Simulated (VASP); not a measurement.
A run of VASP 6.6.1 is set up as follows.

Contents of INCAR:

```
SYSTEM = SnO
PREC = Accurate
ENCUT = 520
EDIFF = 1E-6
ISMEAR = 0
SIGMA = 0.1
LREAL = .False.
LASPH = .True.
NELM = 80
ALGO = Normal
ISIF = 2
LWAVE = .False.
LCHARG = .False.
GGA = PS
NBANDS = 28
```

File KPOINTS:

```
regular mesh
0
Gamma
  12 12 10
  0 0 0
```

Contents of POSCAR:

```
SnO
1.0
    3.8052425056      0.0000000000      0.0000000000
    0.0000000000      3.8052425056      0.0000000000
    0.0000000000      0.0000000000      4.7521499404
Sn O
2 2
Direct
    0.5000000000      0.0000000000      0.2424576095
    0.0000000000      0.5000000000      0.7575423905
    0.0000000000      0.0000000000      0.0000000000
    0.5000000000      0.5000000000      0.0000000000
```

Potentials or basis: VASP PAW PBE potentials, release 64 (Sn_d, O).

Launch:

```console
$ cat potpaw_PBE.64/Sn_d/POTCAR potpaw_PBE.64/O/POTCAR > POTCAR
$ mpirun -np 1 vasp_std > vasp.out
```

Problem. Estimate the largest force.

Solution. 0.087 eV/Å.

Problem. Estimate the band gap on the k mesh.

Solution. Zero (bands 20 and 21 overlap by 0.10 eV).

Problem. Estimate the pressure.

Solution. 0.2 GPa.

Forces on the atoms (eV/Å):
```
Sn   0.000  0.000  0.087
Sn   0.000  0.000 -0.087
O    0.000  0.000  0.000
O    0.000  0.000  0.000
```

Caveat: semilocal functionals underestimate gaps, and a narrow one can read as zero; the PAW data sets were made with another functional, which shifts forces and pressure a little; spin-orbit coupling is left out, which moves the levels of the heavy elements.
